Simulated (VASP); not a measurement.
Set up this calculation in VASP 6.6.1, as the native input.

```yaml
Task: single point
Functional: LDA
Potentials_or_basis: VASP PAW LDA potentials, release 64 (Pt)
Cutoff: 520 eV
k_mesh: 11 × 11 × 11
Occupations: fermi-dirac, width 0.1 eV
Spin: no spin polarisation
Dipole_correction: no
Further_INCAR_settings: ALGO = Normal; EDIFF = 1e-06; NBANDS = 17
```

The structure of Pt lies in POSCAR:

```
Pt
1.0
    0.0000000000      2.7472012883      2.7472012883
    2.7472012883      0.0000000000      2.7472012883
    2.7472012883      2.7472012883      0.0000000000
Pt
2
Direct
    0.1250000000      0.1250000000      0.1250000000
    0.8750000000      0.8750000000      0.8750000000
```

This cell differs from its parent crystal: volume scaled by 0.92.

One way to write it, as run:

INCAR

```
SYSTEM = Pt
ALGO     = Normal         ! electronic algorithm
EDIFF    = 1E-6           ! SCF threshold, eV
ENCUT    = 520            ! plane-wave cutoff, eV
GGA      = CA             ! functional
ISIF     = 2              ! what is computed and relaxed
ISMEAR   = -1             ! smearing method
LASPH    = .True.         ! aspherical terms in the spheres
LCHARG   = .False.        ! write CHGCAR
LREAL    = .False.        ! projectors in reciprocal space
LWAVE    = .False.        ! write WAVECAR
NBANDS   = 17             ! bands
NELM     = 60             ! most SCF steps
PREC     = Accurate       ! precision mode
SIGMA    = 0.1            ! smearing width, eV
```

KPOINTS

```
k-points
0
Gamma
  11 11 11
  0 0 0
```

Potentials or basis: VASP PAW LDA potentials, release 64 (Pt).

Run with:

```bash
$ cat potpaw_LDA.64/Pt/POTCAR > POTCAR
$ mpirun -np 1 vasp_std > vasp.out
```

It gave:

The pressure is 14.9 GPa and the band gap on the k mesh is zero (band 10 reaches 7.12 eV, above the bottom of band 11 at 6.38 eV).

Caveat: spin-orbit coupling is left out, which moves the levels of the heavy elements.

Wall time 17 s on 1 thread of Intel(R) Xeon(R) 6975P-C (Granite Rapids), with other jobs on the host, peak memory 0.16 GiB.
